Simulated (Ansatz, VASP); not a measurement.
Rb in VASP and in Ansatz

Contents of INCAR:

```
SYSTEM = Rb
PREC = Accurate ; ENCUT = 520
EDIFF = 1E-6 ; ISMEAR = 0
SIGMA = 0.1 ; LREAL = .FALSE.
LASPH = .TRUE. ; NELM = 60
ALGO = Normal ; ISIF = 2
LWAVE = .FALSE. ; LCHARG = .FALSE.
GGA = PS ; NBANDS = 10
```

File KPOINTS:

```
regular mesh
0
G
  10 10 10
  0 0 0
```

POSCAR

```
Rb
1.0
   -2.8136859854      2.8136859854      2.8136859854
    2.8136859854     -2.8136859854      2.8136859854
    2.8136859854      2.8136859854     -2.8136859854
Rb
1
Direct
    0.0000000000      0.0000000000      0.0000000000
```

Input for Ansatz:

```yaml
crystal:
  lattice:
    - [-2.8136859854, 2.8136859854, 2.8136859854]
    - [2.8136859854, -2.8136859854, 2.8136859854]
    - [2.8136859854, 2.8136859854, -2.8136859854]
  atoms:
    - { symbol: Rb, position: [0.0, 0.0, 0.0] }
basis:
  ecutwfc: 420
kpoints:
  mp_grid: { grid: [10, 10, 10] }
hamiltonian:
  xc: pbesol
  pseudopotentials: { kind: paw }
scf:
  occupations: { method: gaussian, width: 0.1 }
output:
  forces: true
  stress: true
  eigenvalues: true
```

Alike in both runs: task single point; functional PBEsol; k mesh 10 × 10 × 10; occupations gaussian, width 0.1 eV; no spin polarisation.

```csv
,VASP,Ansatz
version,VASP 6.6.1,Ansatz 0.2.0
potentials or method,"VASP PAW PBE potentials, release 64 (Rb_sv), cutoff 520 eV","scalar-relativistic, plane waves, PAW"
valence electrons in the cell,9,9
```

|  | VASP | Ansatz | Ansatz less VASP |
| --- | --- | --- | --- |
| gap on the k mesh at the Fermi level (eV) | none | none | - |
| pressure (GPa) | -0.1 | -0.1 | 0.00 |

VASP's potentials were made for PBE, not for PBEsol. A gap of «none» marks a metal or a gap that the smearing closes.
